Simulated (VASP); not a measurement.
# Ir (Fm-3m) in VASP: a series of runs

Ir is run at these levels: PBE; tasks: single point.

Everything below comes from runs of VASP 6.6.1. Logs are shortened: lines on timing, memory, paths and dates and some standing lists are left out, and cuts for length are marked.

## Step 1: The cell of the first run

The structure is cubic, space group Fm-3m (No. 225). The conventional cell has a = 3.871 Å, b = 3.871 Å, c = 3.871 Å, α = 90.00°, β = 90.00°, γ = 90.00°. Ir (site symmetry m-3m) has 12 Ir at 2.74 Å within 3.6 Å.

## Step 2: Single point, PBE, non-collinear spin, zero start, spin-orbit coupling

File INCAR:

```
PREC = Accurate
ENCUT = 520
EDIFF = 1E-6
ISMEAR = 0
SIGMA = 0.1
LREAL = F
LASPH = T
NELM = 150
ALGO = Normal
ISIF = 2
LWAVE = F
LCHARG = F
MAGMOM = 0 0 0
LORBIT = 11
LSORBIT = T
GGA_COMPAT = F
LORBMOM = T
LMAXMIX = 4
GGA = PE
NBANDS = 20
```

File KPOINTS:

```
regular mesh
0
Gamma
  18 18 18
```

File POSCAR:

```
Ir
1.0
    0.0000000000      1.9353304886      1.9353304886
    1.9353304886      0.0000000000      1.9353304886
    1.9353304886      1.9353304886      0.0000000000
Ir
1
Direct
    0.0000000000      0.0000000000      0.0000000000
```

Potentials or basis: VASP PAW PBE potentials, release 64 (Ir).

On the command line:

```console
$ cat potpaw_PBE.64/Ir/POTCAR > POTCAR
$ mpirun -np 1 vasp_ncl > vasp.out
```

OUTCAR:

```text
PREC = Accurate
   ENCUT = 520
   EDIFF = 1E-6
   ISMEAR = 0
   LREAL = F
   LASPH = T
   NELM = 150
   ISIF = 2
   LORBIT = 11
   LSORBIT = T
   GGA = PE

 ion  position               nearest neighbor table
   1  0.000  0.000  0.000-

  LATTYP: Found a face centered cubic cell.
 ALAT       =     3.8706609772

  Lattice vectors:

 A1 = (   0.0000000000,   1.9353304886,   1.9353304886)
 A2 = (   1.9353304886,   0.0000000000,   1.9353304886)
 A3 = (   1.9353304886,   1.9353304886,   0.0000000000)

Analysis of symmetry for initial positions (statically):
=====================================================================
 Subroutine PRICEL returns:
 Original cell was already a primitive cell.

 Routine SETGRP: Setting up the symmetry group for a
 face centered cubic supercell.

 Subroutine GETGRP returns: Found 48 space group operations
 (whereof 48 operations were pure point group operations)
 out of a pool of 48 trial point group operations.

The static configuration has the point symmetry O_h .

Analysis of symmetry for dynamics (positions and initial velocities):
=====================================================================
 Subroutine PRICEL returns:
 Original cell was already a primitive cell.

 Routine SETGRP: Setting up the symmetry group for a
 face centered cubic supercell.

 Subroutine GETGRP returns: Found 48 space group operations
 (whereof 48 operations were pure point group operations)
 out of a pool of 48 trial point group operations.

The dynamic configuration has the point symmetry O_h .

Analysis of structural, dynamic, and magnetic symmetry:
=====================================================================
 Subroutine PRICEL returns:
 Original cell was already a primitive cell.

 Routine SETGRP: Setting up the symmetry group for a
 face centered cubic supercell.

 Subroutine GETGRP returns: Found 48 space group operations
 (whereof 48 operations were pure point group operations)
 out of a pool of 48 trial point group operations.

The overall configuration has the point symmetry O_h .

 Subroutine INISYM returns: Found 48 space group operations
 (whereof 48 operations are pure point group operations),
 and found     1 'primitive' translations

----------------------------------------------------------------------------------------

                                     Primitive cell

  volume of cell :      14.4976

  direct lattice vectors                    reciprocal lattice vectors
     0.000000000  1.935330489  1.935330489    -0.258353807  0.258353807  0.258353807
     1.935330489  0.000000000  1.935330489     0.258353807 -0.258353807  0.258353807
     1.935330489  1.935330489  0.000000000     0.258353807  0.258353807 -0.258353807

  length of vectors
     2.736970625  2.736970625  2.736970625     0.447481920  0.447481920  0.447481920

  position of ions in fractional coordinates (direct lattice)
     0.000000000  0.000000000  0.000000000

  ion indices of the primitive-cell ions
   primitive index   ion index
                 1           1

----------------------------------------------------------------------------------------

 KPOINTS: regular mesh

Automatic generation of k-mesh.
 Grid dimensions read from file:
 generate k-points for:   18   18   18

 Generating k-lattice:

  Cartesian coordinates                     Fractional coordinates (reciprocal lattice)
    -0.014352989  0.014352989  0.014352989     0.055555556  0.000000000  0.000000000
     0.014352989 -0.014352989  0.014352989     0.000000000  0.055555556  0.000000000
     0.014352989  0.014352989 -0.014352989     0.000000000  0.000000000  0.055555556

  Length of vectors
     0.024860107  0.024860107  0.024860107
[... 41 lines left out ...]
   ions per type =               1
   NGX,Y,Z   is equivalent  to a cutoff of  12.15, 12.15, 12.15 a.u.
   NGXF,Y,Z  is equivalent  to a cutoff of  24.30, 24.30, 24.30 a.u.
 SYSTEM =  unknown system
   PREC   = accura    normal or accurate (medium, high low for compatibility)
   ISTART =      0    job   : 0-new  1-cont  2-samecut
   ICHARG =      2    charge: 1-file 2-atom 10-const
   ISPIN  =      1    spin polarized calculation?
   LNONCOLLINEAR =      T non collinear calculations
   LSORBIT =      T    spin-orbit coupling
   LASPH  =      T    aspherical Exc in radial PAW
   ENCUT  =  520.0 eV  38.22 Ry    6.18 a.u.   5.09  5.09  5.09*2*pi/ulx,y,z
   NELM   =    150;   NELMIN=  2; NELMDL= -5     # of ELM steps
   EDIFF  = 0.1E-05   stopping-criterion for ELM
   LREAL  =      F    real-space projection
   EDIFFG = 0.1E-04   stopping-criterion for IOM
   NSW    =      0    number of steps for IOM
   IBRION =     -1    ionic relax: 0-MD 1-quasi-New 2-CG
   NFREE  =      0    steps in history (QN), initial steepest desc. (CG)
   ISIF   =      2    stress and relaxation
   ISYM   =      2    0-nonsym 1-usesym 2-fastsym
   POTIM  = 0.5000    time-step for ionic-motion
   TEBEG  =    0.0;   TEEND  =   0.0 temperature during run
   PSTRESS=    0.0 pullay stress
   NELECT =       9.0000    total number of electrons
   NUPDOWN=      -1.0000    fix difference up-down
   EMIN   =  10.00;   EMAX   =-10.00  energy-range for DOS
   EFERMI =   0.00;   METHOD = LEGACY
   ISMEAR =     0;   SIGMA  =   0.10  broadening in eV -4-tet -1-fermi 0-gaus
   EFERMI_NEDOS =   21; number of points for ismear=-14 and -15
   IALGO  =     38    algorithm
   IMIX   =      4    mixing-type and parameters
     AMIX     =   0.40;   BMIX     =  1.00
     AMIX_MAG =   1.60;   BMIX_MAG =  1.00
  volume/ion in A,a.u.               =      14.50        97.83
  Fermi-wavevector in a.u.,A,eV,Ry     =   1.396552  2.639101 26.536235  1.950358
  Thomas-Fermi vector in A             =   2.519895
   LORBIT       =     11    0 simple, 1 ext, 2 COOP (PROOUT), +10 PAW based schemes
   GGA     = PE    functional components
   LHFCALC =     F    Hartree Fock is set to
   AEXX    =    0.0000 exact exchange contribution
   IVDW    =     0    specifies the selected vdW correction
   LEPSILON=     F    determine dielectric tensor
   LRPA    =     F    only Hartree local field effects (RPA)
 Gauss-broadening in eV      SIGMA  =   0.10
  energy-cutoff  :      520.00
  volume of cell :       14.50
 maximum number of plane-waves:       794
   NGX = 11   NGY = 11   NGZ = 11

 number of electron       9.0000000 magnetization       0.0000000      0.0000000      0.0000000

 number of electron       9.0000000 magnetization      -0.0000000      0.0000000      0.0000000

 number of electron       9.0000000 magnetization       0.0000000     -0.0000000     -0.0000000

 Free energy of the ion-electron system (eV)
  ---------------------------------------------------
  ext. energy  EPLUGINS =         0.00000000
  ---------------------------------------------------
  free energy    TOTEN  =        -9.24015752 eV

  energy without entropy =       -9.23438324  energy(sigma->0) =       -9.23727038

 E-fermi :  10.0683     XC(G=0): -13.8419

 val. band max:       10.0677126358   @ k =  -0.2778   0.0556   0.0000
 cond. band min:      10.0876453988   @ k =   0.2778   0.2778   0.0000
 fundamental gap:      0.0199327630
 Fermi energy:        10.0683027321

 k-point     1 :       0.0000    0.0000    0.0000
  band No.  band energies     occupation
      1      -0.8675      1.00000
      2      -0.8675      1.00000
      3       5.8865      1.00000
      4       5.8865      1.00000
      5       5.8865      1.00000
      6       5.8865      1.00000
[... 541 lines left out ...]
     19      33.0656      0.00000
     20      33.0656      0.00000

 [... further k-points ...]
[... 5 lines left out ...]
  --------------------------------------------------------------------------------------
  -------------------------------------------------------------------------------------
  Total        0.1469303      0.1469303      0.1469303     -0.0000000      0.0000000     -0.0000000
  in kB       16.2377752     16.2377752     16.2377752     -0.0000000      0.0000000     -0.0000000
  external PRESSURE =      16.2377752 kB  Pullay stress =       0.0000000 kB

 VOLUME and BASIS-vectors are now :
 -----------------------------------------------------------------------------
  energy-cutoff  :      520.00
  volume of cell :       14.50
      direct lattice vectors                 reciprocal lattice vectors
     0.000000000  1.935330489  1.935330489    -0.258353807  0.258353807  0.258353807
     1.935330489  0.000000000  1.935330489     0.258353807 -0.258353807  0.258353807
     1.935330489  1.935330489  0.000000000     0.258353807  0.258353807 -0.258353807

 POSITION                                       TOTAL-FORCE (eV/Angst)
 -----------------------------------------------------------------------------------
      0.00000      0.00000      0.00000         0.000000      0.000000      0.000000
 -----------------------------------------------------------------------------------
    total drift:                                0.000000      0.000000      0.000000

  FREE ENERGIE OF THE ION-ELECTRON SYSTEM (eV)
  ---------------------------------------------------
  free  energy   TOTEN  =        -9.2401575240 eV

  energy  without entropy=       -9.2343832402  energy(sigma->0) =       -9.23727038

 orbital moment (x)

 # of ion     p       d       tot
 ----------------------------------------
  1        -0.000  -0.000  -0.000
 ----------------------------------------
           -0.000  -0.000  -0.000

 orbital moment (y)

 # of ion     p       d       tot
 ----------------------------------------
  1         0.000  -0.000  -0.000
 ----------------------------------------
            0.000  -0.000  -0.000

 orbital moment (z)

 # of ion     p       d       tot
 ----------------------------------------
  1         0.000   0.000   0.000
 ----------------------------------------
            0.000   0.000   0.000

 Spin-Orbit-Coupling matrix elements

 Ion:    1  E_soc:     -0.7774296
 l=   1
     0.0000000    -0.0377212    -0.0377212
    -0.0377212     0.0000000    -0.0377212
    -0.0377212    -0.0377212     0.0000000
 l=   2
     0.0000000    -0.0158901     0.0000000    -0.0158901    -0.0759603
    -0.0158901     0.0000000    -0.0569702    -0.0158901    -0.0189901
     0.0000000    -0.0569702     0.0000000    -0.0569702     0.0000000
    -0.0158901    -0.0158901    -0.0569702     0.0000000    -0.0189901
    -0.0759603    -0.0189901     0.0000000    -0.0189901     0.0000000
 l=   3
     0.0000000     0.0000000     0.0000000     0.0000000     0.0000000     0.0000000     0.0000000
     0.0000000     0.0000000     0.0000000     0.0000000     0.0000000     0.0000000     0.0000000
     0.0000000     0.0000000     0.0000000     0.0000000     0.0000000     0.0000000     0.0000000
     0.0000000     0.0000000     0.0000000     0.0000000     0.0000000     0.0000000     0.0000000
     0.0000000     0.0000000     0.0000000     0.0000000     0.0000000     0.0000000     0.0000000
     0.0000000     0.0000000     0.0000000     0.0000000     0.0000000     0.0000000     0.0000000
     0.0000000     0.0000000     0.0000000     0.0000000     0.0000000     0.0000000     0.0000000

 total charge

# of ion       s       p       d       tot
------------------------------------------
    1        0.660   0.721   6.940   8.321

 magnetization (x)

# of ion       s       p       d       tot
------------------------------------------
    1        0.000   0.000   0.000   0.000

 magnetization (y)

# of ion       s       p       d       tot
------------------------------------------
    1        0.000   0.000   0.000   0.000

 magnetization (z)

# of ion       s       p       d       tot
------------------------------------------
    1        0.000   0.000   0.000   0.000
```

It took 86 s on 1 thread of Intel Xeon 6975P-C, shared host; peak memory 0.22 GiB.

What came out:

```
Free energy                                           : -9.2402 eV
Pressure                                              : 1.6 GPa
Net moment                                            : 0.00 μB per cell
Valence electrons inside the program's atomic spheres : Ir 8.32
```

Moments on the atoms (μB; x, y, z):
```
Ir  0.00 0.00 0.00
```

## Step 3: Single point, PBE

This run uses another cell than the first one: it holds 6 atoms, not 1.

File INCAR:

```
PREC     = Accurate       # precision mode
ENCUT    = 520            # plane-wave cutoff, eV
EDIFF    = 1E-6           # SCF threshold, eV
ISMEAR   = 0              # smearing method
SIGMA    = 0.1            # smearing width, eV
LREAL    = F              # projectors in reciprocal space
LASPH    = T              # aspherical terms in the spheres
NELM     = 60             # most SCF steps
ALGO     = Fast           # electronic algorithm
ISIF     = 2              # what is computed and relaxed
LWAVE    = F              # write WAVECAR
LCHARG   = F              # write CHGCAR
GGA      = PE             # functional
NBANDS   = 36             # bands
```

File KPOINTS:

```
regular mesh
0
Gamma
  12 6 8
```

File POSCAR:

```
Ir
1.0
    2.7369706249      0.0000000000      0.0000000000
    0.0000000000      6.7041814719      0.0000000000
    0.0000000000      0.0000000000      4.7405721811
Ir
6
Direct
    0.0000000000      0.0000000000      0.0000000000
    1.0000000000      0.3333333333      0.6666666667
    1.0000000000      0.6666666667      0.3333333333
    0.5000000000      1.0000000000      0.5000000000
    0.5000000000      0.3333333333      0.1666666667
    0.5000000000      0.6666666667      0.8333333333
```

Potentials or basis: VASP PAW PBE potentials, release 64 (Ir).

On the command line:

```console
$ cat potpaw_PBE.64/Ir/POTCAR > POTCAR
$ mpirun -np 1 vasp_std > vasp.out
```

OUTCAR:

```text
PREC = Accurate
   ENCUT = 520
   EDIFF = 1E-6
   ISMEAR = 0
   LREAL = F
   LASPH = T
   NELM = 60
   ISIF = 2
   GGA = PE

 ion  position               nearest neighbor table
   1  0.000  0.000  0.000-   2 2.74   3 2.74   5 2.74   6 2.74   5 2.74   6 2.74   4 2.74   4 2.74
                             4 2.74   4 2.74
   2  0.000  0.333  0.667-   1 2.74   4 2.74   4 2.74   5 2.74   5 2.74   5 2.74   5 2.74   6 2.74
                             6 2.74   3 2.74
   3  0.000  0.667  0.333-   1 2.74   4 2.74   4 2.74   6 2.74   6 2.74   6 2.74   6 2.74   5 2.74
                             5 2.74   2 2.74
   4  0.500  0.000  0.500-   5 2.74   6 2.74   2 2.74   3 2.74   2 2.74   3 2.74   1 2.74   1 2.74
                             1 2.74   1 2.74
   5  0.500  0.333  0.167-   4 2.74   1 2.74   1 2.74   2 2.74   2 2.74   2 2.74   2 2.74   3 2.74
                             3 2.74   6 2.74
   6  0.500  0.667  0.833-   4 2.74   1 2.74   1 2.74   3 2.74   3 2.74   3 2.74   3 2.74   2 2.74
                             2 2.74   5 2.74

  LATTYP: Found a simple orthorhombic cell.
 ALAT       =     2.7369706249
 B/A-ratio  =     1.7320508076
 C/A-ratio  =     2.4494897427

  Lattice vectors:

 A1 = (  -2.7369706249,   0.0000000000,   0.0000000000)
 A2 = (   0.0000000000,   0.0000000000,   4.7405721811)
 A3 = (   0.0000000000,   6.7041814719,   0.0000000000)

Analysis of symmetry for initial positions (statically):
=====================================================================
 Subroutine PRICEL returns following result:

  LATTYP: Found a face centered cubic cell.
 ALAT       =     3.8706609773

  Lattice vectors:

 A1 = (  -1.3684853124,   2.2347271571,   0.7900953637)
 A2 = (  -2.7369706249,   0.0000000000,   0.0000000000)
 A3 = (  -1.3684853124,   0.0000000000,   2.3702860906)

   6 primitive cells build up your supercell.

 Routine SETGRP: Setting up the symmetry group for a
 simple orthorhombic supercell.
[... 147 lines left out ...]
     AMIX_MAG =   1.60;   BMIX_MAG =  1.00
  volume/ion in A,a.u.               =      14.50        97.83
  Fermi-wavevector in a.u.,A,eV,Ry     =   1.396552  2.639101 26.536235  1.950358
  Thomas-Fermi vector in A             =   2.519895
   LORBIT       =      0    0 simple, 1 ext, 2 COOP (PROOUT), +10 PAW based schemes
   GGA     = PE    functional components
   LHFCALC =     F    Hartree Fock is set to
   AEXX    =    0.0000 exact exchange contribution
   IVDW    =     0    specifies the selected vdW correction
   LEPSILON=     F    determine dielectric tensor
   LRPA    =     F    only Hartree local field effects (RPA)
 non-spin polarized calculation
 RMM-DIIS sequential band-by-band and
 Gauss-broadening in eV      SIGMA  =   0.10
  energy-cutoff  :      520.00
  volume of cell :       86.99
 maximum number of plane-waves:      2368
   NGX = 11   NGY = 25   NGZ = 17

 number of electron      53.9999998 magnetization

 Free energy of the ion-electron system (eV)
  ---------------------------------------------------
  ext. energy  EPLUGINS =         0.00000000
  ---------------------------------------------------
  free energy    TOTEN  =       -53.13319218 eV

  energy without entropy =      -53.11063037  energy(sigma->0) =      -53.12191128

 E-fermi :   9.9866     XC(G=0): -13.8429

 val. band max:        9.9858016844   @ k =   0.3333   0.3333   0.3750
 cond. band min:       9.9871731317   @ k =   0.0000  -0.1667   0.1250
 fundamental gap:      0.0013714473
 Fermi energy:         9.9865606430

 k-point     1 :       0.0000    0.0000    0.0000
  band No.  band energies     occupation
      1      -0.8712      2.00000
      2       1.9837      2.00000
      3       1.9837      2.00000
      4       2.3516      2.00000
      5       2.9100      2.00000
      6       2.9907      2.00000
[... 925 lines left out ...]
     35      14.7699      0.00000
     36      14.7699      0.00000

 [... further k-points ...]

------------------------ aborting loop because EDIFF is reached ----------------------------------------

  FORCE on cell =-STRESS in cart. coord.  units (eV):
  Direction    XX          YY          ZZ          XY          YZ          ZX
  --------------------------------------------------------------------------------------
  -------------------------------------------------------------------------------------
  Total        0.2209441      0.2437301      0.2228474      0.0000000      0.0031078      0.0000000
  in kB        4.0695494      4.4892428      4.1046060      0.0000000      0.0572425      0.0000000
  external PRESSURE =       4.2211327 kB  Pullay stress =       0.0000000 kB

 VOLUME and BASIS-vectors are now :
 -----------------------------------------------------------------------------
  energy-cutoff  :      520.00
  volume of cell :       86.99
      direct lattice vectors                 reciprocal lattice vectors
     2.736970625  0.000000000  0.000000000     0.365367458  0.000000000  0.000000000
     0.000000000  6.704181472  0.000000000     0.000000000  0.149160640  0.000000000
     0.000000000  0.000000000  4.740572181     0.000000000  0.000000000  0.210945000

 POSITION                                       TOTAL-FORCE (eV/Angst)
 -----------------------------------------------------------------------------------
      0.00000      0.00000      0.00000        -0.000000      0.000000     -0.000000
      0.00000      2.23473      3.16038        -0.000000      0.000000     -0.000000
      0.00000      4.46945      1.58019         0.000000     -0.000000      0.000000
      1.36849      0.00000      2.37029        -0.000000      0.000000     -0.000000
      1.36849      2.23473      0.79010         0.000000      0.000000     -0.000000
      1.36849      4.46945      3.95048        -0.000000      0.000000      0.000000
 -----------------------------------------------------------------------------------
    total drift:                                0.000000      0.000000      0.000000

  FREE ENERGIE OF THE ION-ELECTRON SYSTEM (eV)
  ---------------------------------------------------
  free  energy   TOTEN  =       -53.1331921825 eV

  energy  without entropy=      -53.1106303701  energy(sigma->0) =      -53.12191128
```

stdout:

```text
POSCAR found type information on POSCAR Ir
 POSCAR found :  1 types and       6 ions
 scaLAPACK will be used
 LDA part: xc-table for (Slater+PW92), standard interpolation
 POSCAR, INCAR and KPOINTS ok, starting setup
 FFT: planning ... GRIDC
 FFT: planning ... GRID_SOFT
 FFT: planning ... GRID
 WAVECAR not read
 entering main loop
```

Run time: 4.5 min. Hardware: 1 thread of Intel Xeon 6975P-C (Granite Rapids), shared host; peak memory 0.48 GiB.

Results:

| Item | Value |
| --- | --- |
| Free energy | -53.1332 eV |
| Pressure | 0.4 GPa |
| Band gap on the k mesh | zero (band 27 reaches 11.39 eV, above the bottom of band 28 at 8.65 eV) |

Caveat: spin-orbit coupling is left out, which moves the levels of the heavy elements.

(Continued in part 2 of 2.)
